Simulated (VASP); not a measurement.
# C (Pm-3n) in VASP: single point with LDA

Aim: the single point of C with LDA.

Everything below comes from runs of VASP 6.6.1. Logs are shortened: lines on timing, memory, paths and dates and some standing lists are left out, and cuts for length are marked.

## (1) The cell of the first run

Symmetry: Pm-3n, No. 223, cubic system. The conventional cell has a = 3.792 Å, b = 3.792 Å, c = 3.792 Å, α = 90.00°, β = 90.00°, γ = 90.00°. C (site symmetry m-3) has 12 C at 2.12 Å within 2.8 Å. C (site symmetry -4m2) has 14 C at 1.90 to 2.32 Å within 2.5 Å.

## (2) Single point, LDA

File INCAR:

```
SYSTEM = C
ALGO = Normal
EDIFF = 1E-6
ENCUT = 520
ISIF = 2
ISMEAR = -1
LASPH = .True.
LCHARG = .False.
LREAL = .False.
LWAVE = .False.
NBANDS = 26
NELM = 100
PREC = Accurate
SIGMA = 0.1
```

File KPOINTS:

```
k-points
0
Gamma
  9 9 9
  0 0 0
```

File POSCAR:

```
C
1.0
    3.7923553075      0.0000000000      0.0000000000
    0.0000000000      3.7923553075      0.0000000000
    0.0000000000      0.0000000000      3.7923553075
C
8
Direct
    0.0000000000      1.0000000000      1.0000000000
    0.5000000000      0.5000000000      0.5000000000
    0.2500000000      0.0000000000      0.5000000000
    0.7500000000      0.0000000000      0.5000000000
    0.5000000000      0.2500000000      1.0000000000
    0.5000000000      0.7500000000      0.0000000000
    1.0000000000      0.5000000000      0.2500000000
    1.0000000000      0.5000000000      0.7500000000
```

Potentials or basis: VASP PAW LDA potentials, release 64 (C).

On the command line:

```sh
$ cat potpaw_LDA.64/C/POTCAR > POTCAR
$ mpirun -np 1 vasp_std > vasp.out
```

OUTCAR:

```text
SYSTEM = C
   EDIFF = 1E-6
   ENCUT = 520
   ISIF = 2
   ISMEAR = -1
   LASPH = .True.
   LREAL = .False.
   NELM = 100
   PREC = Accurate

 ion  position               nearest neighbor table
   1  0.000  0.000  0.000-
   2  0.500  0.500  0.500-
   3  0.250  0.000  0.500-   4 1.90   4 1.90
   4  0.750  0.000  0.500-   3 1.90   3 1.90
   5  0.500  0.250  0.000-   6 1.90   6 1.90
   6  0.500  0.750  0.000-   5 1.90   5 1.90
   7  0.000  0.500  0.250-   8 1.90   8 1.90
   8  0.000  0.500  0.750-   7 1.90   7 1.90

  LATTYP: Found a simple cubic cell.
 ALAT       =     3.7923553075

  Lattice vectors:

 A1 = (   3.7923553075,   0.0000000000,   0.0000000000)
 A2 = (   0.0000000000,   3.7923553075,   0.0000000000)
 A3 = (   0.0000000000,   0.0000000000,   3.7923553075)

Analysis of symmetry for initial positions (statically):
=====================================================================
 Subroutine PRICEL returns:
 Original cell was already a primitive cell.

 Routine SETGRP: Setting up the symmetry group for a
 simple cubic supercell.

 Subroutine GETGRP returns: Found 48 space group operations
 (whereof 24 operations were pure point group operations)
 out of a pool of 48 trial point group operations.

The static configuration has the point symmetry T_h .
 The point group associated with its full space group is O_h .

Analysis of symmetry for dynamics (positions and initial velocities):
=====================================================================
 Subroutine PRICEL returns:
 Original cell was already a primitive cell.

 Routine SETGRP: Setting up the symmetry group for a
 simple cubic supercell.

 Subroutine GETGRP returns: Found 48 space group operations
 (whereof 24 operations were pure point group operations)
 out of a pool of 48 trial point group operations.

The dynamic configuration has the point symmetry T_h .
 The point group associated with its full space group is O_h .

 Subroutine INISYM returns: Found 48 space group operations
 (whereof 24 operations are pure point group operations),
 and found     1 'primitive' translations

----------------------------------------------------------------------------------------

                                     Primitive cell

  volume of cell :      54.5415

  direct lattice vectors                    reciprocal lattice vectors
     3.792355307  0.000000000  0.000000000     0.263688373  0.000000000  0.000000000
     0.000000000  3.792355307  0.000000000     0.000000000  0.263688373  0.000000000
     0.000000000  0.000000000  3.792355307     0.000000000  0.000000000  0.263688373

  length of vectors
     3.792355307  3.792355307  3.792355307     0.263688373  0.263688373  0.263688373

  position of ions in fractional coordinates (direct lattice)
     0.000000000  0.000000000  0.000000000
     0.500000000  0.500000000  0.500000000
     0.250000000  0.000000000  0.500000000
     0.750000000  0.000000000  0.500000000
     0.500000000  0.250000000  0.000000000
     0.500000000  0.750000000  0.000000000
     0.000000000  0.500000000  0.250000000
     0.000000000  0.500000000  0.750000000

  ion indices of the primitive-cell ions
   primitive index   ion index
                 1           1
                 2           2
                 3           3
                 4           4
                 5           5
                 6           6
                 7           7
                 8           8

----------------------------------------------------------------------------------------

 KPOINTS: k-points

Automatic generation of k-mesh.
 Grid dimensions read from file:
 generate k-points for:    9    9    9

 Generating k-lattice:

  Cartesian coordinates                     Fractional coordinates (reciprocal lattice)
     0.029298708  0.000000000  0.000000000     0.111111111  0.000000000  0.000000000
     0.000000000  0.029298708  0.000000000     0.000000000  0.111111111  0.000000000
     0.000000000  0.000000000  0.029298708     0.000000000  0.000000000  0.111111111

  Length of vectors
     0.029298708  0.029298708  0.029298708

  Shift w.r.t. Gamma in fractional coordinates (k-lattice)
     0.000000000  0.000000000  0.000000000

 Subroutine IBZKPT returns following result:
 ===========================================

 Found     35 irreducible k-points:

 Following reciprocal coordinates:
            Coordinates               Weight
  0.000000  0.000000  0.000000      1.000000
  0.111111  0.000000  0.000000      6.000000
  0.222222  0.000000  0.000000      6.000000
  0.333333  0.000000  0.000000      6.000000
  0.444444  0.000000  0.000000      6.000000
  0.111111  0.111111  0.000000     12.000000
[... 16 lines left out ...]
  0.333333  0.333333  0.111111     24.000000
  0.444444  0.333333  0.111111     48.000000
 [... further k-points ...]
   k-points           NKPTS =     35   k-points in BZ     NKDIM =     35   number of bands    NBANDS=     26
   number of dos      NEDOS =    301   number of ions     NIONS =      8
   total plane-waves  NPLWV =  21952
   dimension x,y,z NGX =    28 NGY =   28 NGZ =   28
   dimension x,y,z NGXF=    56 NGYF=   56 NGZF=   56
   ions per type =               8
   NGX,Y,Z   is equivalent  to a cutoff of  12.27, 12.27, 12.27 a.u.
   NGXF,Y,Z  is equivalent  to a cutoff of  24.55, 24.55, 24.55 a.u.
 SYSTEM =  C
   PREC   = accura    normal or accurate (medium, high low for compatibility)
   ISTART =      0    job   : 0-new  1-cont  2-samecut
   ICHARG =      2    charge: 1-file 2-atom 10-const
   ISPIN  =      1    spin polarized calculation?
   LNONCOLLINEAR =      F non collinear calculations
   LSORBIT =      F    spin-orbit coupling
   LASPH  =      T    aspherical Exc in radial PAW
   ENCUT  =  520.0 eV  38.22 Ry    6.18 a.u.   7.05  7.05  7.05*2*pi/ulx,y,z
   NELM   =    100;   NELMIN=  2; NELMDL= -5     # of ELM steps
   EDIFF  = 0.1E-05   stopping-criterion for ELM
   LREAL  =      F    real-space projection
   EDIFFG = 0.1E-04   stopping-criterion for IOM
   NSW    =      0    number of steps for IOM
   IBRION =     -1    ionic relax: 0-MD 1-quasi-New 2-CG
   NFREE  =      0    steps in history (QN), initial steepest desc. (CG)
   ISIF   =      2    stress and relaxation
   ISYM   =      2    0-nonsym 1-usesym 2-fastsym
   POTIM  = 0.5000    time-step for ionic-motion
   TEBEG  =    0.0;   TEEND  =   0.0 temperature during run
   PSTRESS=    0.0 pullay stress
   NELECT =      32.0000    total number of electrons
   NUPDOWN=      -1.0000    fix difference up-down
   EMIN   =  10.00;   EMAX   =-10.00  energy-range for DOS
   EFERMI =   0.00;   METHOD = LEGACY
   ISMEAR =    -1;   SIGMA  =   0.10  broadening in eV -4-tet -1-fermi 0-gaus
   EFERMI_NEDOS =   21; number of points for ismear=-14 and -15
   IALGO  =     38    algorithm
   IMIX   =      4    mixing-type and parameters
     AMIX     =   0.40;   BMIX     =  1.00
     AMIX_MAG =   1.60;   BMIX_MAG =  1.00
  volume/ion in A,a.u.               =       6.82        46.01
  Fermi-wavevector in a.u.,A,eV,Ry     =   1.370511  2.589890 25.555822  1.878300
  Thomas-Fermi vector in A             =   2.496291
   LORBIT       =      0    0 simple, 1 ext, 2 COOP (PROOUT), +10 PAW based schemes
   GGA     = CA    functional components
   LHFCALC =     F    Hartree Fock is set to
   AEXX    =    0.0000 exact exchange contribution
   IVDW    =     0    specifies the selected vdW correction
   LEPSILON=     F    determine dielectric tensor
   LRPA    =     F    only Hartree local field effects (RPA)
 non-spin polarized calculation
  energy-cutoff  :      520.00
  volume of cell :       54.54
 maximum number of plane-waves:      1482
   NGX = 15   NGY = 15   NGZ = 15

 number of electron      32.0000001 magnetization

 Free energy of the ion-electron system (eV)
  ---------------------------------------------------
  ext. energy  EPLUGINS =         0.00000000
  ---------------------------------------------------
  free energy    TOTEN  =       -44.33196604 eV

  energy without entropy =      -44.23081395  energy(sigma->0) =      -44.28139000

 E-fermi :   8.5815     XC(G=0): -13.1247

 val. band max:        8.5492517415   @ k =   0.4444   0.2222   0.1111
 cond. band min:       8.5910404407   @ k =   0.4444   0.4444   0.1111
 fundamental gap:      0.0417886992
 Fermi energy:         8.5815478053

 k-point     1 :       0.0000    0.0000    0.0000
  band No.  band energies     occupation
      1     -11.0192      2.00000
      2      -3.0200      2.00000
      3      -3.0200      2.00000
      4      -2.9977      2.00000
      5      -1.8714      2.00000
      6      -1.8714      2.00000
[... 18 lines left out ...]
     25      13.0039      0.00000
     26      13.0039      0.00000

 k-point     2 :       0.1111    0.0000    0.0000
  band No.  band energies     occupation
      1     -10.9117      2.00000
      2      -4.2912      2.00000
      3      -2.9257      2.00000
      4      -2.9095      2.00000
      5      -1.7644      2.00000
      6      -1.7644      2.00000
[... 18 lines left out ...]
     25      13.5161      0.00000
     26      13.5163      0.00000

 k-point     3 :       0.2222    0.0000    0.0000
  band No.  band energies     occupation
      1     -10.5894      2.00000
      2      -5.8225      2.00000
      3      -2.6435      2.00000
      4      -2.6234      2.00000
      5      -1.4443      2.00000
      6      -1.4443      2.00000
[... 18 lines left out ...]
     25      13.4045      0.00000
     26      14.2363      0.00000

 k-point     4 :       0.3333    0.0000    0.0000
  band No.  band energies     occupation
      1     -10.0535      2.00000
      2      -7.1833      2.00000
      3      -2.1764      2.00000
      4      -2.1487      2.00000
      5      -0.9143      2.00000
      6      -0.9143      2.00000
[... 18 lines left out ...]
     25      13.3756      0.00000
     26      14.6332      0.00000

 k-point     5 :       0.4444    0.0000    0.0000
  band No.  band energies     occupation
      1      -9.3051      2.00000
      2      -8.3470      2.00000
      3      -1.5310      2.00000
      4      -1.4907      2.00000
      5      -0.7029      2.00000
      6      -0.6419      2.00000
[... 18 lines left out ...]
     25      13.1101      0.00000
     26      14.0405      0.00000

 k-point     6 :       0.1111    0.1111    0.0000
  band No.  band energies     occupation
      1     -10.8042      2.00000
      2      -4.1982      2.00000
      3      -4.1816      2.00000
      4      -2.8227      2.00000
      5      -1.6576      2.00000
      6      -0.3207      2.00000
[... 427 lines left out ...]
 k-point    21 :       0.3333    0.2222    0.1111
  band No.  band energies     occupation
      1      -9.5192      2.00000
      2      -6.6594      2.00000
      3      -4.7911      2.00000
      4      -2.9865      2.00000
      5      -2.0661      2.00000
      6      -0.3740      2.00000
[... 18 lines left out ...]
     25      13.1786      0.00000
     26      13.4408      0.00000

 k-point    22 :       0.4444    0.2222    0.1111
  band No.  band energies     occupation
      1      -8.7732      2.00000
      2      -7.8183      2.00000
      3      -4.0755      2.00000
      4      -3.1635      2.00000
      5      -2.2947      2.00000
      6      -1.4170      2.00000
[... 18 lines left out ...]
     25      13.1523      0.00000
     26      13.7261      0.00000

 k-point    23 :       0.3333    0.3333    0.1111
  band No.  band energies     occupation
      1      -8.9863      2.00000
      2      -6.1499      2.00000
      3      -6.1248      2.00000
      4      -3.3622      2.00000
      5      -2.4929      2.00000
      6      -0.0918      2.00000
[... 18 lines left out ...]
     25      12.5238      0.00000
     26      13.1769      0.00000

 k-point    24 :       0.4444    0.3333    0.1111
  band No.  band energies     occupation
      1      -8.2427      2.00000
      2      -7.2914      2.00000
      3      -5.4103      2.00000
      4      -4.4824      2.00000
      5      -1.8101      2.00000
      6      -0.9522      2.00000
[... 18 lines left out ...]
     25      12.5218      0.00000
     26      12.6833      0.00000

 [... further k-points ...]
[... 5 lines left out ...]
  --------------------------------------------------------------------------------------
  -------------------------------------------------------------------------------------
  Total        0.1814771      0.1814771      0.1814771      0.0000000     -0.0000000     -0.0000000
  in kB        5.3309577      5.3309577      5.3309577      0.0000000     -0.0000000     -0.0000000
  external PRESSURE =       5.3309577 kB  Pullay stress =       0.0000000 kB

 VOLUME and BASIS-vectors are now :
 -----------------------------------------------------------------------------
  energy-cutoff  :      520.00
  volume of cell :       54.54
      direct lattice vectors                 reciprocal lattice vectors
     3.792355307  0.000000000  0.000000000     0.263688373  0.000000000  0.000000000
     0.000000000  3.792355307  0.000000000     0.000000000  0.263688373  0.000000000
     0.000000000  0.000000000  3.792355307     0.000000000  0.000000000  0.263688373

 POSITION                                       TOTAL-FORCE (eV/Angst)
 -----------------------------------------------------------------------------------
      0.00000      0.00000      0.00000        -0.000000     -0.000000     -0.000000
      1.89618      1.89618      1.89618        -0.000000     -0.000000     -0.000000
      0.94809      0.00000      1.89618        -0.000000     -0.000000     -0.000000
      2.84427      0.00000      1.89618         0.000000      0.000000      0.000000
      1.89618      0.94809      0.00000        -0.000000     -0.000000      0.000000
      1.89618      2.84427      0.00000         0.000000     -0.000000     -0.000000
      0.00000      1.89618      0.94809         0.000000      0.000000     -0.000000
      0.00000      1.89618      2.84427        -0.000000     -0.000000     -0.000000
 -----------------------------------------------------------------------------------
    total drift:                                0.000000      0.000000     -0.000000

  FREE ENERGIE OF THE ION-ELECTRON SYSTEM (eV)
  ---------------------------------------------------
  free  energy   TOTEN  =       -44.3319660423 eV

  energy  without entropy=      -44.2308139511  energy(sigma->0) =      -44.28139000
```

Run time: 18 s. Hardware: 1 thread of Intel Xeon 6975P-C (Granite Rapids), shared host; peak memory 0.15 GiB.

What came out:

```yaml
Free_energy: -44.3320 eV
Pressure: 0.5 GPa
Band_gap_on_the_k_mesh: zero (band 16 reaches 9.80 eV, above the bottom of band 17 at 7.15 eV)
```

Levels at points of the mesh, in eV from the Fermi level:
```csv
k point,band 13,band 14,band 15,band 16,band 17,band 18,band 19,band 20
"(0.00, 0.00, 0.00)",-3.57,-2.72,-2.72,-2.72,-1.24,-1.24,-1.24,-0.40
```
